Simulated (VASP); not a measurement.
# Ir (Fm-3m) in VASP: notebook, part 2 of 2

VASP 6.6.1.

### Step 3. Relaxation of cell and atoms, PBEsol

The input, INCAR:

```
  PREC = Accurate
  ENCUT = 600
  EDIFF = 1E-7
  ISMEAR = -1
  SIGMA = 0.05
  LREAL = F
  LASPH = T
  NELM = 60
  ALGO = Normal
  ISIF = 3
  LWAVE = F
  LCHARG = F
  GGA = PS
  IBRION = 2
  NSW = 80
  EDIFFG = -0.01
```

The input, KPOINTS:

```
regular mesh
0
Gamma
  12 12 12
```

The input, POSCAR:

```
Ir
1.0
    0.0000000000      1.9156000000      1.9156000000
    1.9156000000      0.0000000000      1.9156000000
    1.9156000000      1.9156000000      0.0000000000
Ir
1
Direct
    0.0000000000      0.0000000000      0.0000000000
```

Potentials or basis: VASP PAW PBE potentials, release 64 (Ir).

The run is started by

```bash
$ cat potpaw_PBE.64/Ir/POTCAR > POTCAR
$ mpirun -np 1 vasp_std > vasp.out
```

OUTCAR:

```text
PREC = Accurate
   ENCUT = 600
   EDIFF = 1E-7
   ISMEAR = -1
   LREAL = F
   LASPH = T
   NELM = 60
   ISIF = 3
   GGA = PS
   IBRION = 2
   NSW = 80
   EDIFFG = -0.01

 ion  position               nearest neighbor table
   1  0.000  0.000  0.000-

  LATTYP: Found a face centered cubic cell.
 ALAT       =     3.8312000000

  Lattice vectors:

 A1 = (   0.0000000000,   1.9156000000,   1.9156000000)
 A2 = (   1.9156000000,   0.0000000000,   1.9156000000)
 A3 = (   1.9156000000,   1.9156000000,   0.0000000000)

Analysis of symmetry for initial positions (statically):
[... 5 lines left out ...]
 face centered cubic supercell.

 Subroutine GETGRP returns: Found 48 space group operations
 (whereof 48 operations were pure point group operations)
 out of a pool of 48 trial point group operations.

The static configuration has the point symmetry O_h .

Analysis of symmetry for dynamics (positions and initial velocities):
[... 5 lines left out ...]
 face centered cubic supercell.

 Subroutine GETGRP returns: Found 48 space group operations
 (whereof 48 operations were pure point group operations)
 out of a pool of 48 trial point group operations.
[... 153 lines left out ...]
  Direction    XX          YY          ZZ          XY          YZ          ZX
  --------------------------------------------------------------------------------------
  -------------------------------------------------------------------------------------
  Total        0.0335072      0.0335072      0.0335072     -0.0000000      0.0000000     -0.0000000
  in kB        3.8186033      3.8186033      3.8186033     -0.0000000      0.0000000     -0.0000000
  external PRESSURE =       3.8186033 kB  Pullay stress =       0.0000000 kB
[... 57 lines left out ...]
--------------------------------------- Ionic step        3  -------------------------------------------

 number of electron       9.0000000 magnetization

 Free energy of the ion-electron system (eV)
  ---------------------------------------------------
  ext. energy  EPLUGINS =         0.00000000
  ---------------------------------------------------
  free energy    TOTEN  =        -9.84083698 eV

  energy without entropy =       -9.83607105  energy(sigma->0) =       -9.83845401

 E-fermi :  10.3726     XC(G=0): -14.1336

 val. band max:       10.3483602926   @ k =   0.3333   0.0833   0.0000
 cond. band min:      10.3732798668   @ k =  -0.2500   0.0833   0.0000
 fundamental gap:      0.0249195742
 Fermi energy:        10.3725648182

 k-point     1 :       0.0000    0.0000    0.0000
  band No.  band energies     occupation
      1      -0.9094      2.00000
      2       6.4016      2.00000
      3       6.4016      2.00000
      4       6.4016      2.00000
      5       9.1367      2.00000
      6       9.1367      2.00000
      7      24.6509      0.00000
      8      30.2516      0.00000
[... 243 lines left out ...]
 k-point    24 :      -0.4167    0.1667    0.0000
  band No.  band energies     occupation
      1       3.0909      2.00000
      2       5.5289      2.00000
      3       7.1362      2.00000
      4       7.2959      2.00000
      5      10.7956      0.00042
      6      14.1157      0.00000
      7      17.5921      0.00000
      8      25.6550      0.00000

 [... further k-points ...]
[... 5 lines left out ...]
  --------------------------------------------------------------------------------------
  -------------------------------------------------------------------------------------
  Total        0.0003226      0.0003226      0.0003226      0.0000000      0.0000000      0.0000000
  in kB        0.0367308      0.0367308      0.0367308      0.0000000      0.0000000      0.0000000
  external PRESSURE =       0.0367308 kB  Pullay stress =       0.0000000 kB
[... 16 lines left out ...]
  FREE ENERGIE OF THE ION-ELECTRON SYSTEM (eV)
  ---------------------------------------------------
  free  energy   TOTEN  =        -9.8408369822 eV

  energy  without entropy=       -9.8360710463  energy(sigma->0) =       -9.83845401

 reached required accuracy - stopping structural energy minimisation
```

CONTCAR:

```text
Ir
   1.00000000000000
    -0.0000000000000000    1.9162039212016571    1.9162039212016571
     1.9162039212016571    0.0000000000000000    1.9162039212016571
     1.9162039212016571    1.9162039212016571   -0.0000000000000000
  Ir
     1
Direct
     0.0000000000000000    0.0000000000000000    0.0000000000000000

  0.00000000E+00  0.00000000E+00  0.00000000E+00
```

Run time: 8.4 s. Hardware: 1 thread of Intel Xeon 6975P-C (Granite Rapids), shared host; peak memory 0.15 GiB.

Results:

```
Free energy                            : -9.8408 eV
Relaxed volume                         : 14.07 Å³/atom
Relaxed cell                           : a = 2.710 Å, b = 2.710 Å, c = 2.710 Å, α = 60.00°, β = 60.00°, γ = 60.00°
Space group after relaxing (to 0.05 Å) : Fm-3m (No. 225)
Energy gained by relaxing              : 0.0 meV/atom
Ionic steps                            : 3
Pressure after relaxing                : 0.0 GPa
```

Final structure:
```xyz
1
Lattice="0.0000 1.9162 1.9162 1.9162 0.0000 1.9162 1.9162 1.9162 0.0000" Properties=species:S:1:pos:R:3 pbc="T T T"
Ir    0.0000    0.0000    0.0000
```

Caveat: the PAW data sets were made with another functional, which shifts forces and pressure a little; spin-orbit coupling is left out, which moves the levels of the heavy elements.
